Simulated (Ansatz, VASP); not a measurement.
# Pd: VASP beside Ansatz

Contents of POSCAR:

```
Pd
1.0
   -1.5722810000      1.5722810000      1.5722810000
    1.5722810000     -1.5722810000      1.5722810000
    1.5722810000      1.5722810000     -1.5722810000
Pd
1
Direct
    0.0000000000      0.0000000000      0.0000000000
```

INCAR.step1

```
ALGO     = Normal         # electronic algorithm
EDIFF    = 1E-5           # SCF threshold, eV
ENCUT    = 520            # plane-wave cutoff, eV
GGA      = PE             # functional
ISIF     = 2              # what is computed and relaxed
ISMEAR   = -1             # smearing method
LASPH    = True           # aspherical terms in the spheres
LCHARG   = False          # write CHGCAR
LREAL    = False          # projectors in reciprocal space
LWAVE    = True           # write WAVECAR
NBANDS   = 11             # bands
NELM     = 100            # most SCF steps
PREC     = Accurate       # precision mode
SIGMA    = 0.05           # smearing width, eV
```

INCAR.step2

```
AEXX     = 0.25           # exact-exchange fraction
ALGO     = Normal         # electronic algorithm
EDIFF    = 1E-6           # SCF threshold, eV
ENCUT    = 520            # plane-wave cutoff, eV
GGA      = PE             # functional
ISIF     = 2              # what is computed and relaxed
ISMEAR   = -1             # smearing method
ISTART   = 1            
LASPH    = True           # aspherical terms in the spheres
LCHARG   = False          # write CHGCAR
LHFCALC  = True           # exact exchange
LREAL    = False          # projectors in reciprocal space
LWAVE    = False          # write WAVECAR
NBANDS   = 11             # bands
NELM     = 100            # most SCF steps
PREC     = Accurate       # precision mode
PRECFOCK = Normal       
SIGMA    = 0.05           # smearing width, eV
```

Contents of KPOINTS:

```
k-points
0
Gamma
  6 6 6
```

input.yaml

```yaml
crystal:
  lattice:
    - [-1.572281, 1.572281, 1.572281]
    - [1.572281, -1.572281, 1.572281]
    - [1.572281, 1.572281, -1.572281]
  atoms:
    - { symbol: Pd, position: [0.0, 0.0, 0.0] }
hamiltonian:
  xc: pbe0
  pseudopotentials: { kind: paw }
kpoints:
  mp_grid: { grid: [6, 6, 6] }
scf:
  occupations: { method: fermi_dirac, width: 0.05 }
output:
  forces: true
  stress: true
  eigenvalues: true
  write_density: true
  write_potential: true
  elf: true
  volumetric_format: npy
```

Alike in both runs: task single point; functional PBE0; k mesh 6 × 6 × 6; occupations fermi-dirac, width 0.05 eV; no spin polarisation.

|  | VASP | Ansatz |
| --- | --- | --- |
| version | VASP 6.6.1 | Ansatz 0.2.0 |
| potentials or method | VASP PAW PBE potentials, release 64 (Pd) | Ansatz PAW |
| plane-wave cutoff (eV) | 520 | 420 |
| valence electrons in the cell | 10 | 18 |

```tsv
	VASP	Ansatz	Ansatz less VASP
gap on the k mesh at the Fermi level (eV)	none	none	-
pressure (GPa)	-6.9	-7.0	-0.11
```

A gap of «none» marks a metal or a gap that the smearing closes. VASP's potentials hold 10 valence electrons a cell and Ansatz's 18, so a difference there can come from the potentials and not from the codes.

The k mesh is coarse, so the values compare programs but aren't converged.
